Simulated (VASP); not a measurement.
Write the native input for VASP 6.6.1 that does the following.

```yaml
Task: single point
Functional: PBE
Potentials_or_basis: VASP PAW PBE potentials, release 64 (Si)
Cutoff: 520 eV
k_mesh: 10 × 10 × 10
Occupations: fermi-dirac, width 0.05 eV
Spin: no spin polarisation
Dipole_correction: no
Further_INCAR_settings: ALGO = Normal; EDIFF = 1e-06; NBANDS = 26
```

The structure of Si lies in POSCAR:

```
Si
1.0
   -3.2502667087      3.2502667087      3.2502667087
    3.2502667087     -3.2502667087      3.2502667087
    3.2502667087      3.2502667087     -3.2502667087
Si
8
Direct
    0.2069461834      0.2069461834      0.2069461834
    0.5000000000      0.0000000000      0.2930538166
    0.2930538166      0.5000000000      0.0000000000
    0.0000000000      0.2930538166      0.5000000000
    0.7930538166      0.7930538166      0.7930538166
    0.5000000000      0.0000000000      0.7069461834
    0.7069461834      0.5000000000      0.0000000000
    0.0000000000      0.7069461834      0.5000000000
```

The input as run:

INCAR

```
SYSTEM = Si
ALGO = Normal
EDIFF = 1E-6
ENCUT = 520
GGA = PE
ISIF = 2
ISMEAR = -1
LASPH = .TRUE.
LCHARG = .FALSE.
LREAL = .FALSE.
LWAVE = .FALSE.
NBANDS = 26
NELM = 100
PREC = Accurate
SIGMA = 0.05
```

KPOINTS

```
k-points
0
G
  10 10 10
  0 0 0
```

Potentials or basis: VASP PAW PBE potentials, release 64 (Si).

Run with:

```console
$ cat potpaw_PBE.64/Si/POTCAR > POTCAR
$ mpirun -np 1 vasp_std > vasp.out
```

Results of the run:

```yaml
Pressure: 6.9 GPa
Largest_force: 0.022 eV/Å
Band_gap_on_the_k_mesh: zero (bands 16 and 17 overlap by 0.38 eV)
```

Caveat: the cell stands under pressure; semilocal functionals underestimate gaps, and a narrow one can read as zero.

Run time: 2.1 min on 1 thread of Oxide Virtual Turin-like Processor, with other jobs on the host, peak memory 0.3 GiB.
